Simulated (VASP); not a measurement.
# WC (P-6m2) in VASP: notebook

The runs below take WC through single point, with HSE06, PBEsol.

Everything below comes from runs of VASP 6.6.1. Logs are shortened: lines on timing, memory, paths and dates and some standing lists are left out, and cuts for length are marked.

## (1) The cell of the first run

It takes space group P-6m2 (No. 187, hexagonal). Conventional cell: a = 2.926 Å, b = 2.926 Å, c = 2.855 Å, α = 90.00°, β = 90.00°, γ = 120.00°. Within 3.0 Å of W (site symmetry -6m2) lie 6 C at 2.21 Å and 8 W at 2.86 to 2.93 Å. C (site symmetry -6m2) has 6 W at 2.21 Å and 8 C at 2.86 to 2.93 Å within 3.0 Å.

## (2) Single point, HSE06

POSCAR

```
WC
1.0
    2.9257489053      0.0000000000      0.0000000000
   -1.4628744527      2.5337728771      0.0000000000
    0.0000000000      0.0000000000      2.8553859779
W C
1 1
Direct
    0.0000000000      0.0000000000      0.0000000000
    0.6666666667      0.3333333333      0.5000000000
```

INCAR.step1

```
ALGO     = Normal         # electronic algorithm
EDIFF    = 1E-5           # SCF threshold, eV
ENCUT    = 520            # plane-wave cutoff, eV
GGA      = PE             # functional
GGA_COMPAT= False        
ISIF     = 2              # what is computed and relaxed
ISMEAR   = -1             # smearing method
LASPH    = True           # aspherical terms in the spheres
LREAL    = False          # projectors in reciprocal space
LWAVE    = True           # write WAVECAR
NBANDS   = 16             # bands
NELM     = 120            # most SCF steps
PREC     = Accurate       # precision mode
SIGMA    = 0.05           # smearing width, eV
```

INCAR.step2

```
ALGO     = Normal         # electronic algorithm
EDIFF    = 1E-6           # SCF threshold, eV
ENCUT    = 520            # plane-wave cutoff, eV
GGA      = PE             # functional
GGA_COMPAT= False        
HFSCREEN = 0.2079         # screening, 1/A
ISIF     = 2              # what is computed and relaxed
ISMEAR   = -1             # smearing method
ISTART   = 1            
LASPH    = True           # aspherical terms in the spheres
LCHARG   = True           # write CHGCAR
LELF     = True           # ELF
LHFCALC  = True           # exact exchange
LREAL    = False          # projectors in reciprocal space
LVHAR    = True         
LWAVE    = False          # write WAVECAR
NBANDS   = 16             # bands
NELM     = 120            # most SCF steps
PREC     = Accurate       # precision mode
PRECFOCK = Normal       
SIGMA    = 0.05           # smearing width, eV
```

KPOINTS

```
k-points
0
Gamma
  6 6 6
```

Potentials or basis: VASP PAW PBE potentials, release 64 (W_sv, C).

On the command line:

```console
$ cat potpaw_PBE.64/W_sv/POTCAR potpaw_PBE.64/C/POTCAR > POTCAR
$ cp INCAR.step1 INCAR
$ mpirun -np 1 vasp_std > vasp.out
$ cp INCAR.step2 INCAR
$ mpirun -np 1 vasp_std > vasp.out
```

OUTCAR:

```text
EDIFF = 1E-6
   ENCUT = 520
   GGA = PE
   HFSCREEN = 0.2079
   ISIF = 2
   ISMEAR = -1
   ISTART = 1
   LASPH = True
   LHFCALC = True
   LREAL = False
   NELM = 120
   PREC = Accurate
   PRECFOCK = Normal

 ion  position               nearest neighbor table
   1  0.000  0.000  0.000-   2 2.21   2 2.21   2 2.21   2 2.21   2 2.21   2 2.21
   2  0.667  0.333  0.500-   1 2.21   1 2.21   1 2.21   1 2.21   1 2.21   1 2.21

  LATTYP: Found a hexagonal cell.
 ALAT       =     2.9257489053
 C/A-ratio  =     0.9759504559

  Lattice vectors:

 A1 = (   2.9257489053,   0.0000000000,   0.0000000000)
 A2 = (  -1.4628744527,   2.5337728771,   0.0000000000)
 A3 = (   0.0000000000,   0.0000000000,   2.8553859779)

Analysis of symmetry for initial positions (statically):
=====================================================================
 Subroutine PRICEL returns:
 Original cell was already a primitive cell.

 Routine SETGRP: Setting up the symmetry group for a
 hexagonal supercell.

 Subroutine GETGRP returns: Found 12 space group operations
 (whereof 12 operations were pure point group operations)
 out of a pool of 24 trial point group operations.

The static configuration has the point symmetry D_3h.

Analysis of symmetry for dynamics (positions and initial velocities):
=====================================================================
 Subroutine PRICEL returns:
 Original cell was already a primitive cell.

 Routine SETGRP: Setting up the symmetry group for a
 hexagonal supercell.

 Subroutine GETGRP returns: Found 12 space group operations
 (whereof 12 operations were pure point group operations)
 out of a pool of 24 trial point group operations.

The dynamic configuration has the point symmetry D_3h.

 Subroutine INISYM returns: Found 12 space group operations
 (whereof 12 operations are pure point group operations),
 and found     1 'primitive' translations

----------------------------------------------------------------------------------------

                                     Primitive cell

  volume of cell :      21.1675

  direct lattice vectors                    reciprocal lattice vectors
     2.925748905  0.000000000  0.000000000     0.341792831  0.197334183  0.000000000
    -1.462874453  2.533772877  0.000000000     0.000000000  0.394668366  0.000000000
     0.000000000  0.000000000  2.855385978     0.000000000  0.000000000  0.350215350

  length of vectors
     2.925748905  2.925748905  2.855385978     0.394668366  0.394668366  0.350215350

  position of ions in fractional coordinates (direct lattice)
     0.000000000  0.000000000  0.000000000
     0.666666667  0.333333333  0.500000000

  ion indices of the primitive-cell ions
   primitive index   ion index
                 1           1
                 2           2

----------------------------------------------------------------------------------------

 KPOINTS: k-points

Automatic generation of k-mesh.
 Grid dimensions read from file:
 generate k-points for:    6    6    6

 Generating k-lattice:

  Cartesian coordinates                     Fractional coordinates (reciprocal lattice)
     0.056965472  0.032889030  0.000000000     0.166666667 -0.000000000  0.000000000
     0.000000000  0.065778061  0.000000000     0.000000000  0.166666667  0.000000000
     0.000000000  0.000000000  0.058369225     0.000000000  0.000000000  0.166666667

  Length of vectors
     0.065778061  0.065778061  0.058369225

  Shift w.r.t. Gamma in fractional coordinates (k-lattice)
     0.000000000  0.000000000  0.000000000

 Subroutine IBZKPT returns following result:
 ===========================================

 Found     28 irreducible k-points:

 Following reciprocal coordinates:
            Coordinates               Weight
  0.000000  0.000000  0.000000      1.000000
  0.166667  0.000000  0.000000      6.000000
  0.333333  0.000000  0.000000      6.000000
  0.500000  0.000000  0.000000      3.000000
  0.166667  0.166667  0.000000      6.000000
  0.333333  0.166667  0.000000     12.000000
[... 16 lines left out ...]
  0.166667  0.000000  0.500000      6.000000
  0.333333  0.000000  0.500000      6.000000
 [... further k-points ...]
   k-points           NKPTS =     28   k-points in BZ     NKDIM =    216   number of bands    NBANDS=     16
   number of dos      NEDOS =    301   number of ions     NIONS =      2
   total plane-waves  NPLWV =  13824
   dimension x,y,z NGX =    24 NGY =   24 NGZ =   24
   dimension x,y,z NGXF=    48 NGYF=   48 NGZF=   48
   ions per type =               1   1
   NGX,Y,Z   is equivalent  to a cutoff of  13.64, 13.64, 13.97 a.u.
   NGXF,Y,Z  is equivalent  to a cutoff of  27.27, 27.27, 27.95 a.u.
 SYSTEM =  unknown system
   PREC   = accura    normal or accurate (medium, high low for compatibility)
   ISTART =      1    job   : 0-new  1-cont  2-samecut
   ICHARG =      0    charge: 1-file 2-atom 10-const
   ISPIN  =      1    spin polarized calculation?
   LNONCOLLINEAR =      F non collinear calculations
   LSORBIT =      F    spin-orbit coupling
   LASPH  =      T    aspherical Exc in radial PAW
   ENCUT  =  520.0 eV  38.22 Ry    6.18 a.u.   5.44  5.44  5.31*2*pi/ulx,y,z
   NELM   =    120;   NELMIN=  2; NELMDL=  0     # of ELM steps
   EDIFF  = 0.1E-05   stopping-criterion for ELM
   LREAL  =      F    real-space projection
   EDIFFG = 0.1E-04   stopping-criterion for IOM
   NSW    =      0    number of steps for IOM
   IBRION =     -1    ionic relax: 0-MD 1-quasi-New 2-CG
   NFREE  =      0    steps in history (QN), initial steepest desc. (CG)
   ISIF   =      2    stress and relaxation
   ISYM   =      3    0-nonsym 1-usesym 2-fastsym
   POTIM  = 0.5000    time-step for ionic-motion
   TEBEG  =    0.0;   TEEND  =   0.0 temperature during run
   PSTRESS=    0.0 pullay stress
   NELECT =      18.0000    total number of electrons
   NUPDOWN=      -1.0000    fix difference up-down
   EMIN   =  10.00;   EMAX   =-10.00  energy-range for DOS
   EFERMI =   0.00;   METHOD = LEGACY
   ISMEAR =    -1;   SIGMA  =   0.05  broadening in eV -4-tet -1-fermi 0-gaus
   EFERMI_NEDOS =   21; number of points for ismear=-14 and -15
   IALGO  =     38    algorithm
   IMIX   =      1    mixing-type and parameters
     AMIX     =   0.40;   BMIX     =  1.00
     AMIX_MAG =   1.60;   BMIX_MAG =  1.00
  volume/ion in A,a.u.               =      10.58        71.42
  Fermi-wavevector in a.u.,A,eV,Ry     =   1.550991  2.930947 32.729789  2.405572
  Thomas-Fermi vector in A             =   2.655574
   LORBIT       =      0    0 simple, 1 ext, 2 COOP (PROOUT), +10 PAW based schemes
   GGA     = PE    functional components
   LHFCALC =     T    Hartree Fock is set to
   PRECFOCK=normal    Normal, Fast or Accurate (Low or Medium for compatibility)
   ENCUT4O =  -1.0   cutoff for four orbital integrals eV
   NKREDX  =     1    reduce k-point grid by
   NKREDY  =     1    reduce k-point grid by
   NKREDZ  =     1    reduce k-point grid by
   AEXX    =    0.2500 exact exchange contribution
   HFSCREEN=    0.2079 screening length (either q_TF or 0.3 A-1)
   HFSCREENC=   0.2079 screening length for correlation (either q_TF or 0.3 A-1)
   ENCUTFOCK=  -1.0 apply spherical cutoff to Coloumb kernel
   IVDW    =     0    specifies the selected vdW correction
   LEPSILON=     F    determine dielectric tensor
   LRPA    =     F    only Hartree local field effects (RPA)
 non-spin polarized calculation
  energy-cutoff  :      520.00
  volume of cell :       21.17
 maximum number of plane-waves:       599
 NGX is ok and might be reduce to    24
  NGX = 18; NGY = 18; NGZ = 16

 number of electron      18.0000000 magnetization

 Free energy of the ion-electron system (eV)
  ---------------------------------------------------
  ext. energy  EPLUGINS =         0.00000000
  ---------------------------------------------------
  free energy    TOTEN  =       -25.93633027 eV

  energy without entropy =      -25.93533508  energy(sigma->0) =      -25.93583267

 E-fermi :  10.8544     XC(G=0): -11.1495

 val. band max:       10.6230978443   @ k =   0.0000   0.0000   0.3333
 cond. band min:      10.8579724136   @ k =   0.0000   0.0000   0.1667
 fundamental gap:      0.2348745693
 Fermi energy:        10.8543685836

 k-point     1 :       0.0000    0.0000    0.0000
  band No.  band energies     occupation
      1     -67.6215      2.00000
      2     -30.0969      2.00000
      3     -29.9791      2.00000
      4     -29.9791      2.00000
      5      -5.5396      2.00000
      6       5.7545      2.00000
[... 8 lines left out ...]
     15      25.8475      0.00000
     16      28.2569      0.00000

 k-point     2 :       0.1667    0.0000    0.0000
  band No.  band energies     occupation
      1     -67.6056      2.00000
      2     -30.2112      2.00000
      3     -30.0640      2.00000
      4     -30.0321      2.00000
      5      -4.7941      2.00000
      6       5.3179      2.00000
[... 8 lines left out ...]
     15      25.1879      0.00000
     16      29.7724      0.00000

 k-point     3 :       0.3333    0.0000    0.0000
  band No.  band energies     occupation
      1     -67.5741      2.00000
      2     -30.6533      2.00000
      3     -30.1364      2.00000
      4     -29.9993      2.00000
      5      -3.0680      2.00000
      6       3.5006      2.00000
[... 8 lines left out ...]
     15      26.5465      0.00000
     16      28.2221      0.00000

 k-point     4 :       0.5000    0.0000    0.0000
  band No.  band energies     occupation
      1     -67.5582      2.00000
      2     -30.8643      2.00000
      3     -30.1879      2.00000
      4     -29.9672      2.00000
      5      -1.9501      2.00000
      6       2.6321      2.00000
[... 8 lines left out ...]
     15      24.3680      0.00000
     16      29.8942      0.00000

 k-point     5 :       0.1667    0.1667    0.0000
  band No.  band energies     occupation
      1     -67.5820      2.00000
      2     -30.5029      2.00000
      3     -30.1554      2.00000
      4     -30.0154      2.00000
      5      -3.5286      2.00000
      6       4.0490      2.00000
[... 8 lines left out ...]
     15      25.9133      0.00000
     16      29.3901      0.00000

 k-point     6 :       0.3333    0.1667    0.0000
  band No.  band energies     occupation
      1     -67.5583      2.00000
      2     -30.7546      2.00000
      3     -30.3071      2.00000
      4     -29.9673      2.00000
      5      -1.9046      2.00000
      6       2.9995      2.00000
[... 8 lines left out ...]
     15      26.3720      0.00000
     16      28.7028      0.00000
[... 267 lines left out ...]
 k-point    21 :       0.3333    0.3333    0.3333
  band No.  band energies     occupation
      1     -67.5180      2.00000
      2     -30.5367      2.00000
      3     -30.5076      2.00000
      4     -30.4950      2.00000
      5      -1.5999      2.00000
      6       3.1897      2.00000
[... 8 lines left out ...]
     15      24.8929      0.00000
     16      26.1891      0.00000

 k-point    22 :       0.0000    0.0000    0.5000
  band No.  band energies     occupation
      1     -67.5782      2.00000
      2     -30.8891      2.00000
      3     -29.9054      2.00000
      4     -29.9054      2.00000
      5      -1.2742      2.00000
      6       0.8904      2.00000
[... 8 lines left out ...]
     15      23.2665      0.00000
     16      28.8483      0.00000

 k-point    23 :       0.1667    0.0000    0.5000
  band No.  band energies     occupation
      1     -67.5626      2.00000
      2     -30.8443      2.00000
      3     -30.1230      2.00000
      4     -29.9529      2.00000
      5      -1.4940      2.00000
      6       1.8239      2.00000
[... 8 lines left out ...]
     15      24.8502      0.00000
     16      28.4251      0.00000

 k-point    24 :       0.3333    0.0000    0.5000
  band No.  band energies     occupation
      1     -67.5312      2.00000
      2     -30.7533      2.00000
      3     -30.5418      2.00000
      4     -30.0453      2.00000
      5      -1.9129      2.00000
      6       3.1942      2.00000
[... 8 lines left out ...]
     15      25.2505      0.00000
     16      28.8869      0.00000

 [... further k-points ...]
[... 5 lines left out ...]
  --------------------------------------------------------------------------------------
  -------------------------------------------------------------------------------------
  Total       -1.2830907     -1.2830907     -1.8772551      0.0000000     -0.0000000      0.0000000
  in kB      -97.1177011    -97.1177011   -142.0902638      0.0000000     -0.0000000      0.0000000
  external PRESSURE =    -112.1085553 kB  Pullay stress =       0.0000000 kB

 VOLUME and BASIS-vectors are now :
 -----------------------------------------------------------------------------
  energy-cutoff  :      520.00
  volume of cell :       21.17
      direct lattice vectors                 reciprocal lattice vectors
     2.925748905  0.000000000  0.000000000     0.341792831  0.197334183  0.000000000
    -1.462874453  2.533772877  0.000000000     0.000000000  0.394668366  0.000000000
     0.000000000  0.000000000  2.855385978     0.000000000  0.000000000  0.350215350

 POSITION                                       TOTAL-FORCE (eV/Angst)
 -----------------------------------------------------------------------------------
      0.00000      0.00000      0.00000        -0.000000     -0.000000      0.000000
      1.46287      0.84459      1.42769         0.000000      0.000000      0.000000
 -----------------------------------------------------------------------------------
    total drift:                                0.000001      0.000001      0.000000

  FREE ENERGIE OF THE ION-ELECTRON SYSTEM (eV)
  ---------------------------------------------------
  free  energy   TOTEN  =       -25.9363302680 eV

  energy  without entropy=      -25.9353350787  energy(sigma->0) =      -25.93583267
```

Wall time 61 min (1 thread of Intel Xeon 8259CL, shared host); peak memory 0.27 GiB.

The run converged, but its numbers aren't listed here, since they failed a check.

Caveat: the k points lie up to 0.41 Å⁻¹ apart, too coarse for converged energies and pressures of a metal; the PAW data sets were made with another functional, which shifts forces and pressure a little; spin-orbit coupling is left out, which moves the levels of the heavy elements.

[end of part 1 of 3]
